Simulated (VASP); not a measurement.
Set up this calculation in VASP 6.6.1, as the native input.

| Property | Result |
| --- | --- |
| Task | single point |
| Functional | LDA |
| Potentials or basis | VASP PAW LDA potentials, release 64 (Be, C) |
| Cutoff | 600 eV |
| k mesh | 10 × 10 × 10 |
| Occupations | gaussian, width 0.05 eV |
| Spin | no spin polarisation |
| Dipole correction | no |
| Further INCAR settings | ALGO = Normal; EDIFF = 1e-06; NBANDS = 11 |

The structure of Be2C lies in POSCAR:

```
Be2C
1.0
    0.0000000000      2.1339007426      2.1339007426
    2.1339007426      0.0000000000      2.1339007426
    2.1339007426      2.1339007426      0.0000000000
Be C
2 1
Direct
    0.2500000000      0.2500000000      0.2500000000
    0.7500000000      0.7500000000      0.7500000000
    0.0000000000      0.0000000000      0.0000000000
```

The input as run:

INCAR

```
SYSTEM = Be2C
ALGO = Normal
EDIFF = 1E-6
ENCUT = 600
GGA = CA
GGA_COMPAT = .False.
ISIF = 2
ISMEAR = 0
LASPH = .True.
LCHARG = .True.
LELF = .True.
LREAL = .False.
LVHAR = .True.
LWAVE = .False.
NBANDS = 11
NELM = 120
PREC = Accurate
SIGMA = 0.05
```

KPOINTS

```
k-points
0
Gamma
  10 10 10
  0 0 0
```

Potentials or basis: VASP PAW LDA potentials, release 64 (Be, C).

Command:

```sh
$ cat potpaw_LDA.64/Be/POTCAR potpaw_LDA.64/C/POTCAR > POTCAR
$ mpirun -np 1 vasp_std > vasp.out
```

It gave:

The pressure is 0.6 GPa and the band gap on the k mesh is 1.20 eV (least direct gap 4.10 eV).

It took 6.2 s on 1 thread of Intel Xeon 8259CL, with other jobs on the host, peak memory 0.13 GiB.
